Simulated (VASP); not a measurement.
# ScSi2 (Fm-3m) in VASP: further runs, part 2 of 2

VASP 6.6.1. Earlier steps stand in the parts before.

## Step 3: Relaxation of cell and atoms, PBE

Input file INCAR:

```
PREC     = Accurate       # precision mode
ENCUT    = 500            # plane-wave cutoff, eV
EDIFF    = 1E-7           # SCF threshold, eV
ISMEAR   = 0              # smearing method
SIGMA    = 0.05           # smearing width, eV
LREAL    = False          # projectors in reciprocal space
LASPH    = True           # aspherical terms in the spheres
NELM     = 120            # most SCF steps
ALGO     = Normal         # electronic algorithm
ISIF     = 3              # what is computed and relaxed
LWAVE    = False          # write WAVECAR
LCHARG   = False          # write CHGCAR
GGA      = PE             # functional
IBRION   = 2              # ionic algorithm
NSW      = 80             # ionic steps
EDIFFG   = -0.02          # ionic threshold
GGA_COMPAT= False        
NELMIN   = 4
```

Input file KPOINTS:

```
Automatic mesh
0
Gamma
  6 6 6
```

Input file POSCAR:

```
ScSi2
1.0
    0.0000000000      3.1118154056      3.1118154056
    3.1118154056      0.0000000000      3.1118154056
    3.1118154056      3.1118154056      0.0000000000
Sc Si
1 2
Direct
    0.0000000000      0.0000000000      0.0000000000
    0.2500000000      0.2500000000      0.2500000000
    0.7500000000      0.7500000000      0.7500000000
```

Potentials or basis: VASP PAW PBE potentials, release 64 (Sc_sv, Si).

Started as:

```sh
cat potpaw_PBE.64/Sc_sv/POTCAR potpaw_PBE.64/Si/POTCAR > POTCAR
mpirun -np 1 vasp_std > vasp.out
```

OUTCAR:

```text
PREC = Accurate
   ENCUT = 500
   EDIFF = 1E-7
   ISMEAR = 0
   LREAL = False
   LASPH = True
   NELM = 120
   ISIF = 3
   GGA = PE
   IBRION = 2
   NSW = 80
   EDIFFG = -0.02
   NELMIN = 4

 ion  position               nearest neighbor table
   1  0.000  0.000  0.000-   3 2.69   3 2.69   3 2.69   2 2.69   3 2.69   2 2.69   2 2.69   2 2.69

   2  0.250  0.250  0.250-   1 2.69   1 2.69   1 2.69   1 2.69   3 3.11   3 3.11   3 3.11   3 3.11
                             3 3.11   3 3.11
   3  0.750  0.750  0.750-   1 2.69   1 2.69   1 2.69   1 2.69   2 3.11   2 3.11   2 3.11   2 3.11
                             2 3.11   2 3.11

[... 444 lines left out ...]
  --------------------------------------------------------------------------------------
  -------------------------------------------------------------------------------------
  Total        0.0414198      0.0414198      0.0414198      0.0000000      0.0000000     -0.0000000
  in kB        1.1011516      1.1011516      1.1011516      0.0000000      0.0000000     -0.0000000
  external PRESSURE =       1.1011516 kB  Pullay stress =       0.0000000 kB

 VOLUME and BASIS-vectors are now :
 -----------------------------------------------------------------------------
  energy-cutoff  :      500.00
  volume of cell :       60.27
      direct lattice vectors                 reciprocal lattice vectors
     0.000000000  3.111815406  3.111815406    -0.160677911  0.160677911  0.160677911
     3.111815406  0.000000000  3.111815406     0.160677911 -0.160677911  0.160677911
     3.111815406  3.111815406  0.000000000     0.160677911  0.160677911 -0.160677911

 POSITION                                       TOTAL-FORCE (eV/Angst)
 -----------------------------------------------------------------------------------
      0.00000      0.00000      0.00000        -0.000000     -0.000000     -0.000000
      1.55591      1.55591      1.55591        -0.000000     -0.000000     -0.000000
      4.66772      4.66772      4.66772         0.000000      0.000000      0.000000
 -----------------------------------------------------------------------------------
    total drift:                                0.000000     -0.000000      0.000000

  FREE ENERGIE OF THE ION-ELECTRON SYSTEM (eV)
  ---------------------------------------------------
  free  energy   TOTEN  =       -16.7794720818 eV

  energy  without entropy=      -16.7758441810  energy(sigma->0) =      -16.77765813

 reached required accuracy - stopping structural energy minimisation
```

OSZICAR:

```text
N       E                     dE             d eps       ncg     rms          rms(c)
DAV:   1     0.124777807472E+03    0.12478E+03   -0.76417E+03   416   0.125E+03
DAV:   2    -0.889075341871E+01   -0.13367E+03   -0.13192E+03   416   0.398E+02
DAV:   3    -0.176335047611E+02   -0.87428E+01   -0.85331E+01   680   0.833E+01
DAV:   4    -0.178214049145E+02   -0.18790E+00   -0.18740E+00   587   0.106E+01
DAV:   5    -0.178277774335E+02   -0.63725E-02   -0.63711E-02   616   0.199E+00    0.887E+00
DAV:   6    -0.167884157524E+02    0.10394E+01   -0.49275E+00   689   0.271E+01    0.326E+00
DAV:   7    -0.167826891479E+02    0.57266E-02   -0.67931E-02   555   0.252E+00    0.186E+00
DAV:   8    -0.167792791342E+02    0.34100E-02   -0.10344E-02   524   0.105E+00    0.249E-01
DAV:   9    -0.167793143555E+02   -0.35221E-04   -0.46300E-04   675   0.296E-01    0.131E-01
DAV:  10    -0.167794703403E+02   -0.15598E-03   -0.41263E-04   564   0.135E-01    0.237E-02
DAV:  11    -0.167794663365E+02    0.40038E-05   -0.29756E-05   622   0.577E-02    0.933E-03
DAV:  12    -0.167794726143E+02   -0.62778E-05   -0.18636E-05   574   0.277E-02    0.502E-03
DAV:  13    -0.167794722492E+02    0.36508E-06   -0.11204E-06   620   0.114E-02    0.340E-03
DAV:  14    -0.167794720886E+02    0.16060E-06   -0.28738E-07   441   0.407E-03    0.405E-04
DAV:  15    -0.167794720818E+02    0.68273E-08   -0.32436E-08   283   0.208E-03
   1 F= -.16779472E+02 E0= -.16777658E+02  d E =-.167795E+02
```

CONTCAR:

```text
ScSi2
   1.00000000000000
     0.0000000000000000    3.1118154055999998    3.1118154055999998
     3.1118154055999998    0.0000000000000000    3.1118154055999998
     3.1118154055999998    3.1118154055999998    0.0000000000000000
  Sc              Si
     1     2
Direct
     0.0000000000000000    0.0000000000000000    0.0000000000000000
     0.2500000000000000    0.2500000000000000    0.2500000000000000
     0.7500000000000000    0.7500000000000000    0.7500000000000000

  0.00000000E+00  0.00000000E+00  0.00000000E+00
  0.00000000E+00  0.00000000E+00  0.00000000E+00
  0.00000000E+00  0.00000000E+00  0.00000000E+00
```

Run time: 7.5 s. Hardware: 1 thread of Intel Xeon 6975P-C (Granite Rapids), shared host; peak memory 0.17 GiB.

Results:

- Free energy: -16.7795 eV
- Pressure after relaxing: 0.1 GPa
- Band gap on the k mesh: zero (an odd number of electrons rules out a gap without spin polarisation)

Final structure:
```yaml
crystal:
  lattice:
    - [0.00000, 3.11182, 3.11182]
    - [3.11182, 0.00000, 3.11182]
    - [3.11182, 3.11182, 0.00000]
  atoms:
    - { symbol: Sc, position: [0.00000, 0.00000, 0.00000] }
    - { symbol: Si, position: [0.25000, 0.25000, 0.25000] }
    - { symbol: Si, position: [0.75000, 0.75000, 0.75000] }
```

Caveat: the relaxation stopped at its first step, so nothing moved.
